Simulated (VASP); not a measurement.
The system is AlNi.

```
CELL_PARAMETERS angstrom
2.26959 -1.37583 0.00000
2.26959 1.37583 0.00000
-1.33812 0.00000 3.82839
ATOMIC_POSITIONS crystal
Ni 0.50000 0.50000 0.50000
Al 0.00000 0.00000 0.00000
```

Base run:

```yaml
Program: VASP 6.6.1
Functional: PBE
Potentials_or_basis: VASP PAW PBE potentials, release 64 (Ni, Al)
Cutoff: 520 eV
k_mesh: 11 × 11 × 7
Occupations: fermi-dirac, width 0.05 eV
Spin: collinear spin, ferromagnetic start
Starting_moments: "[1.0, 0.0] μB"
```

Its results: pressure 8.7 GPa; net moment 0.00 μB per cell.

Q: The run is repeated on the same cell with these changes: functional from PBE to PBEsol; further incar settings from ALGO = Fast; EDIFF = 1e-07; NBANDS = 18 to ALGO = Normal; EDIFF = 1e-07; NBANDS = 18. What comes out?

A: Pressure 3.5 GPa; net moment 0.00 μB per cell.

Caveats: the PAW data sets were made with another functional, which shifts forces and pressure a little (some runs).
